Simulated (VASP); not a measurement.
# As in VASP: notebook, part 2 of 2

VASP 6.6.1.

**3. Single point, LDA (shortest bond scaled by 0.94)**

Contents of INCAR:

```
SYSTEM = As
PREC = Accurate ; ENCUT = 520
EDIFF = 1E-7 ; ISMEAR = -1
SIGMA = 0.05 ; LREAL = .False.
LASPH = .True. ; NELM = 100
ALGO = Normal ; ISIF = 2
LWAVE = .False. ; LCHARG = .True.
GGA = CA ; LELF = .True.
LVHAR = .True. ; NBANDS = 12
```

Contents of KPOINTS:

```
regular mesh
0
Gamma
  9 9 9
  0 0 0
```

Contents of POSCAR:

```
As
1.0
    0.0000000000      2.8744485395      2.8744485395
    2.8744485395      0.0000000000      2.8744485395
    2.8744485395      2.8744485395      0.0000000000
As
2
Direct
   -0.1475000000     -0.1175000000     -0.1175000000
    0.1475000000      0.1175000000      0.1175000000
```

Potentials or basis: VASP PAW LDA potentials, release 64 (As).

The run is started by

```bash
$ cat potpaw_LDA.64/As/POTCAR > POTCAR
$ mpirun -np 1 vasp_std > vasp.out
```

OUTCAR:

```text
SYSTEM = As
   PREC = Accurate
   ENCUT = 520
   EDIFF = 1E-7
   ISMEAR = -1
   LREAL = .False.
   LASPH = .True.
   NELM = 100
   ISIF = 2
   GGA = CA

 ion  position               nearest neighbor table
   1  0.852  0.883  0.883-   2 2.34   2 2.54   2 2.54   2 2.54
   2  0.148  0.117  0.117-   1 2.34   1 2.54   1 2.54   1 2.54

  LATTYP: Found a face centered cubic cell.
 ALAT       =     5.7488970790

  Lattice vectors:

 A1 = (   0.0000000000,   2.8744485395,   2.8744485395)
 A2 = (   2.8744485395,   0.0000000000,   2.8744485395)
 A3 = (   2.8744485395,   2.8744485395,   0.0000000000)

Analysis of symmetry for initial positions (statically):
=====================================================================
 Subroutine PRICEL returns:
 Original cell was already a primitive cell.

 Routine SETGRP: Setting up the symmetry group for a
 face centered cubic supercell.

 Subroutine GETGRP returns: Found 12 space group operations
 (whereof  4 operations were pure point group operations)
 out of a pool of 48 trial point group operations.

The static configuration has the point symmetry C_2h.
 The point group associated with its full space group is D_3d.

Analysis of symmetry for dynamics (positions and initial velocities):
=====================================================================
 Subroutine PRICEL returns:
 Original cell was already a primitive cell.

 Routine SETGRP: Setting up the symmetry group for a
 face centered cubic supercell.

 Subroutine GETGRP returns: Found 12 space group operations
 (whereof  4 operations were pure point group operations)
 out of a pool of 48 trial point group operations.

The dynamic configuration has the point symmetry C_2h.
 The point group associated with its full space group is D_3d.

 Subroutine INISYM returns: Found 12 space group operations
 (whereof  4 operations are pure point group operations),
 and found     1 'primitive' translations

----------------------------------------------------------------------------------------

                                     Primitive cell
[... 116 lines left out ...]
   GGA     = CA    functional components
   LHFCALC =     F    Hartree Fock is set to
   AEXX    =    0.0000 exact exchange contribution
   IVDW    =     0    specifies the selected vdW correction
   LEPSILON=     F    determine dielectric tensor
   LRPA    =     F    only Hartree local field effects (RPA)
 non-spin polarized calculation
  energy-cutoff  :      520.00
  volume of cell :       47.50
 maximum number of plane-waves:      1299
   NGX = 15   NGY = 15   NGZ = 15

 number of electron      10.0000000 magnetization

 number of electron       9.9999998 magnetization

 Free energy of the ion-electron system (eV)
  ---------------------------------------------------
  ext. energy  EPLUGINS =         0.00000000
  ---------------------------------------------------
  free energy    TOTEN  =        -9.77030081 eV

  energy without entropy =       -9.75921230  energy(sigma->0) =       -9.76475655

 E-fermi :   4.5692     XC(G=0):  -9.5845

 val. band max:        4.5277577887   @ k =   0.0000  -0.4444   0.4444
 cond. band min:       4.5951235391   @ k =   0.2222   0.0000   0.3333
 fundamental gap:      0.0673657504
 Fermi energy:         4.5691639076

 k-point     1 :       0.0000    0.0000    0.0000
  band No.  band energies     occupation
      1     -10.5371      2.00000
      2      -0.4515      2.00000
      3       1.2412      2.00000
      4       2.5287      2.00000
      5       2.5287      2.00000
      6       4.6591      0.28378
      7       4.6591      0.28378
      8       5.7468      0.00000
      9       9.3751      0.00000
     10      12.5821      0.00000
     11      12.5821      0.00000
     12      14.1384      0.00000
[... 331 lines left out ...]
 k-point    24 :       0.0000   -0.3333    0.1111
  band No.  band energies     occupation
      1      -9.2598      2.00000
      2      -4.5834      2.00000
      3      -0.1436      2.00000
      4       0.9524      2.00000
      5       2.8669      2.00000
      6       5.7918      0.00000
      7       7.0269      0.00000
      8       8.5545      0.00000
      9      11.4855      0.00000
     10      11.8273      0.00000
     11      13.7621      0.00000
     12      14.5029      0.00000

 [... further k-points ...]
[... 5 lines left out ...]
  --------------------------------------------------------------------------------------
  -------------------------------------------------------------------------------------
  Total        2.4623987      2.4623987      2.4623987     -1.0687992      1.0687992     -1.0687992
  in kB       83.0568284     83.0568284     83.0568284    -36.0506497     36.0506497    -36.0506497
  external PRESSURE =      83.0568284 kB  Pullay stress =       0.0000000 kB

 VOLUME and BASIS-vectors are now :
 -----------------------------------------------------------------------------
  energy-cutoff  :      520.00
  volume of cell :       47.50
      direct lattice vectors                 reciprocal lattice vectors
     0.000000000  2.874448539  2.874448539    -0.173946409  0.173946409  0.173946409
     2.874448539  0.000000000  2.874448539     0.173946409 -0.173946409  0.173946409
     2.874448539  2.874448539  0.000000000     0.173946409  0.173946409 -0.173946409

 POSITION                                       TOTAL-FORCE (eV/Angst)
 -----------------------------------------------------------------------------------
      5.07340      4.98717      4.98717        -0.550780      0.550780      0.550780
      0.67550      0.76173      0.76173         0.550780     -0.550780     -0.550780
 -----------------------------------------------------------------------------------
    total drift:                                0.000000      0.000000      0.000000

  FREE ENERGIE OF THE ION-ELECTRON SYSTEM (eV)
  ---------------------------------------------------
  free  energy   TOTEN  =        -9.7703008071 eV

  energy  without entropy=       -9.7592122971  energy(sigma->0) =       -9.76475655
```

OSZICAR:

```text
N       E                     dE             d eps       ncg     rms          rms(c)
DAV:   1     0.253700773615E+02    0.25370E+02   -0.39882E+03  2040   0.681E+02
DAV:   2    -0.823583912229E+01   -0.33606E+02   -0.32058E+02  2800   0.103E+02
DAV:   3    -0.983643470883E+01   -0.16006E+01   -0.15802E+01  2588   0.231E+01
DAV:   4    -0.984630768386E+01   -0.98730E-02   -0.98719E-02  2216   0.209E+00
DAV:   5    -0.984634559575E+01   -0.37912E-04   -0.37911E-04  2532   0.138E-01    0.494E+00
DAV:   6    -0.979290015283E+01    0.53445E-01   -0.24788E-02  2220   0.769E-01    0.293E+00
DAV:   7    -0.977056765172E+01    0.22333E-01   -0.39331E-02  2280   0.988E-01    0.131E-01
DAV:   8    -0.977030455191E+01    0.26310E-03   -0.17903E-03  2168   0.234E-01    0.325E-02
DAV:   9    -0.977030058833E+01    0.39636E-05   -0.32737E-05  2444   0.370E-02    0.144E-02
DAV:  10    -0.977030072888E+01   -0.14056E-06   -0.22777E-06  2332   0.852E-03    0.370E-03
DAV:  11    -0.977030080708E+01   -0.78198E-07   -0.34149E-07  2244   0.338E-03
   1 F= -.97703008E+01 E0= -.97647566E+01  d E =-.110885E-01
```

stdout:

```text
POSCAR found type information on POSCAR As
 POSCAR found :  1 types and       2 ions
 scaLAPACK will be used
 LDA part: xc-table for (Slater(with rela. corr.)+CA(PZ))
 , standard interpolation
 POSCAR, INCAR and KPOINTS ok, starting setup
 FFT: planning ... GRIDC
 FFT: planning ... GRID_SOFT
 FFT: planning ... GRID
 WAVECAR not read
 entering main loop
```

Wall time 33 s (1 thread of Intel Xeon Platinum 8259CL at 2.50GHz (Skylake/Cascade Lake), shared host); peak memory 0.17 GiB.

What came out:

```
Free energy            : -9.7703 eV
Pressure               : 8.3 GPa
Largest force          : 0.954 eV/Å
Band gap on the k mesh : zero (bands 5 and 6 overlap by 1.51 eV)
```

Forces on the atoms (eV/Å):
```
As  -0.551  0.551  0.551
As   0.551 -0.551 -0.551
```

Levels at points of the mesh, in eV from the Fermi level:
```
           k point  band 3  band 4  band 5  band 6  band 7  band 8
(0.00, 0.00, 0.00)   -3.33   -2.04   -2.04    0.09    0.09    1.18
```

Caveat: the cell differs from its parent crystal (shortest bond scaled by 0.94); the cell stands under pressure.

The gap in the log of VASP goes by the Fermi energy; the results here count the filled bands.